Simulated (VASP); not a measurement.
A run of VASP 6.6.1 is set up as follows.

POSCAR

```
CdS
1.0
    2.8488639544      2.8488639544      0.0000000000
   -2.8488639544      2.8488639544      0.0000000000
    0.0000000000      2.8488639544      2.8488639544
Cd S
1 1
Direct
    0.0000000000      0.0000000000      0.0000000000
    0.7500000000      0.2500000000      0.5000000000
```

INCAR.step1

```
PREC     = Accurate       # precision mode
ENCUT    = 520            # plane-wave cutoff, eV
ISMEAR   = 0              # smearing method
SIGMA    = 0.01           # smearing width, eV
LREAL    = False          # projectors in reciprocal space
LASPH    = True           # aspherical terms in the spheres
NELM     = 60             # most SCF steps
NBANDS   = 16             # bands
GGA      = PE             # functional
ALGO     = Normal         # electronic algorithm
EDIFF    = 1E-4           # SCF threshold, eV
LWAVE    = True           # write WAVECAR
LCHARG   = False          # write CHGCAR
```

Contents of INCAR.step2:

```
PREC     = Accurate       # precision mode
ENCUT    = 520            # plane-wave cutoff, eV
EDIFF    = 1E-6           # SCF threshold, eV
ISMEAR   = 0              # smearing method
SIGMA    = 0.01           # smearing width, eV
LREAL    = False          # projectors in reciprocal space
LASPH    = True           # aspherical terms in the spheres
NELM     = 60             # most SCF steps
ALGO     = Normal         # electronic algorithm
ISIF     = 2              # what is computed and relaxed
LWAVE    = False          # write WAVECAR
LCHARG   = False          # write CHGCAR
METAGGA  = R2SCAN         # meta-GGA
LMIXTAU  = True         
NBANDS   = 16             # bands
ISTART   = 1
```

The input KPOINTS:

```
Automatic mesh
0
Gamma
  8 8 8
```

Potentials or basis: VASP PAW PBE potentials, release 64 (Cd, S).

The run is started by

```sh
$ cat potpaw_PBE.64/Cd/POTCAR potpaw_PBE.64/S/POTCAR > POTCAR
$ cp INCAR.step1 INCAR
$ mpirun -np 1 vasp_std > vasp.out
$ cp INCAR.step2 INCAR
$ mpirun -np 1 vasp_std > vasp.out
```

Question: Predict the band gap on the k mesh.

Answer: 1.75 eV, direct.

Question: What does it give for the pressure?

Answer: 7.4 GPa.

Caveat: the PAW data sets were made with another functional, which shifts forces and pressure a little. r2SCAN opens gaps a little over a GGA but as a rule still falls short of measured ones.
